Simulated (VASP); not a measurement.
A run of VASP 6.6.1 is set up as follows.

The input INCAR:

```
SYSTEM = SnSe
PREC     = Accurate       ! precision mode
ENCUT    = 520            ! plane-wave cutoff, eV
EDIFF    = 1E-6           ! SCF threshold, eV
ISMEAR   = 0              ! smearing method
SIGMA    = 0.05           ! smearing width, eV
LREAL    = .FALSE.        ! projectors in reciprocal space
LASPH    = .TRUE.         ! aspherical terms in the spheres
NELM     = 80             ! most SCF steps
ALGO     = Normal         ! electronic algorithm
ISIF     = 2              ! what is computed and relaxed
LWAVE    = .FALSE.        ! write WAVECAR
LCHARG   = .FALSE.        ! write CHGCAR
NBANDS   = 17             ! bands
```

Contents of KPOINTS:

```
regular mesh
0
G
  8 8 8
  0 0 0
```

Contents of POSCAR:

```
SnSe
1.0
    0.0000000000      3.0100000000      3.0100000000
    3.0100000000      0.0000000000      3.0100000000
    3.0100000000      3.0100000000      0.0000000000
Sn Se
1 1
Direct
   -0.0166112957     -0.0166112957      0.0166112957
    0.5000000000      0.5000000000      0.5000000000
```

Potentials or basis: VASP PAW LDA potentials, release 64 (Sn_d, Se).

The run is started by

```console
$ cat potpaw_LDA.64/Sn_d/POTCAR potpaw_LDA.64/Se/POTCAR > POTCAR
$ mpirun -np 1 vasp_std > vasp.out
```

Problem. Predict the pressure.

Solution. -3.1 GPa.

Problem. Predict the band gap on the k mesh.

Solution. 0.67 eV, direct.

Problem. Predict the largest force.

Solution. 0.009 eV/Å.

Stress tensor (GPa, compression positive):
```
-3.20  0.00  0.00
 0.00 -3.20  0.00
 0.00  0.00 -2.94
```

Caveat: the cell differs from its parent crystal (atom 1 (Sn) moved by (+0.000, -0.100) A along [1 1 0] and z); spin-orbit coupling is left out, which moves the levels of the heavy elements. A k mesh can miss the band edges.
